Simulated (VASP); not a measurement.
Set up this calculation in VASP 6.6.1, as the native input.

| Quantity | Value |
| --- | --- |
| Task | single point |
| Functional | LDA |
| Potentials or basis | VASP PAW LDA potentials, release 64 (H, C, N) |
| Cutoff | 520 eV |
| k mesh | 2 × 2 × 1 |
| Occupations | fermi-dirac, width 0.002 eV |
| Spin | no spin polarisation |
| Dipole correction | no |
| Further INCAR settings | LREAL = Auto; ALGO = Normal; EDIFF = 1e-07; NBANDS = 44 |

The structure of H4CN lies in POSCAR:

```
H4CN
1.0
    5.0420210000      0.0000000000      0.0000000000
    0.0000000000      5.1883700000      0.0000000000
   -2.5906410000      0.0000000000      6.7948920000
H C N
16 4 4
Direct
    0.8725486157      0.8647609943      0.4913102372
    0.0357097226      0.3879638499      0.9730986158
    0.3892330064      0.0708507682      0.6190826874
    0.6850418300      0.7835601547     -0.1804590860
    1.0278155578      0.5914188849      0.6163600540
   -0.0206551054      0.2046692892      0.7735369451
    0.0920316010      0.1469440306      0.4270855225
    0.9466194549      0.8403409934      0.0514062622
    0.4072039097      0.7989021600      0.4386677522
    0.5175676840      0.4810759449      1.0136437783
    0.7484196593      0.2650350688      0.4963434297
    0.3581069585      0.8443692335      0.1024004502
    0.4349542440      0.5794690818      0.6749481817
    0.4714698416      0.1712483882      0.8364960032
    0.4410852016      0.4262803154      0.2499230304
    0.7582575922      1.0462052629      0.2270676267
    0.5483780648      0.6164171021      0.5438938544
    0.4047039083      0.1942228484      0.9822378339
    0.4968365070      0.3707715525      0.4323100352
    0.5671408550      0.9524764040      0.0689930024
    0.8291890627      0.7161979581      0.5857193904
    0.1090260791      0.1821574020      0.9531277318
    0.3303760982      0.1669695878      0.4676306849
    0.7048616617      0.7836565241     -0.0163946682
```

These files were run (other wordings do the same):

INCAR

```
SYSTEM = H4CN
  PREC = Accurate
  ENCUT = 520
  EDIFF = 1E-7
  ISMEAR = -1
  SIGMA = 0.002
  LREAL = Auto
  LASPH = .True.
  NELM = 60
  ALGO = Normal
  ISIF = 2
  LWAVE = .False.
  LCHARG = .False.
  GGA = CA
  NBANDS = 44
```

KPOINTS

```
Automatic mesh
0
Gamma
  2 2 1
  0 0 0
```

Potentials or basis: VASP PAW LDA potentials, release 64 (H, C, N).

Command:

```console
$ cat potpaw_LDA.64/H/POTCAR potpaw_LDA.64/C/POTCAR potpaw_LDA.64/N/POTCAR > POTCAR
$ mpirun -np 1 vasp_std > vasp.out
```

Results of the run:

```json
{"Pressure": "-17.2 GPa", "Largest force": "6.014 eV/Å", "Band gap on the k mesh": "2.10 eV"}
```

Caveat: the k points lie up to 0.92 Å⁻¹ apart, too coarse for converged energies, forces and pressures; forces of over 1 eV/Å act on the atoms, so gaps and moduli don't describe the material at rest.

Run time: 110 s on 1 thread of Intel Xeon 8259CL (shared host), peak memory 0.2 GiB.
